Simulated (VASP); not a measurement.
Input of a VASP 6.6.1 run:

INCAR

```
SYSTEM = FeO
PREC = Accurate
ENCUT = 520
EDIFF = 1E-6
ISMEAR = -1
SIGMA = 0.05
LREAL = .False.
LASPH = .True.
NELM = 150
ALGO = Normal
ISIF = 2
LWAVE = .False.
LCHARG = .True.
ISPIN = 2
MAGMOM = 3 0
LORBIT = 11
LMAXMIX = 4
GGA = PS
LELF = .True.
LVHAR = .True.
NBANDS = 18
```

KPOINTS

```
Automatic mesh
0
Gamma
  11 11 11
  0 0 0
```

File POSCAR:

```
FeO
1.0
    0.0000000000      2.1554000000      2.1554000000
    2.1554000000      0.0000000000      2.1554000000
    2.1554000000      2.1554000000      0.0000000000
Fe O
1 1
Direct
    0.0105020000     -0.0002270000      0.0210580000
    0.5140650000      0.5129880000      0.4906050000
```

Potentials or basis: VASP PAW PBE potentials, release 64 (Fe, O).

Run with:

```sh
$ cat potpaw_PBE.64/Fe/POTCAR potpaw_PBE.64/O/POTCAR > POTCAR
$ mpirun -np 1 vasp_std > vasp.out
```

(1) Estimate the pressure.

(2) Estimate the band gap on the k mesh.

## Answers

(1) -7.8 GPa.

(2) zero (filled and empty bands overlap).

Caveat: the cell differs from its parent crystal (atoms moved at random); the PAW data sets were made with another functional, which shifts forces and pressure a little; a cell with one magnetic atom can't hold antiferromagnetic order, which such compounds often take; semilocal functionals often make such compounds metallic where correlation or magnetic order opens a gap, which also shifts bond lengths.
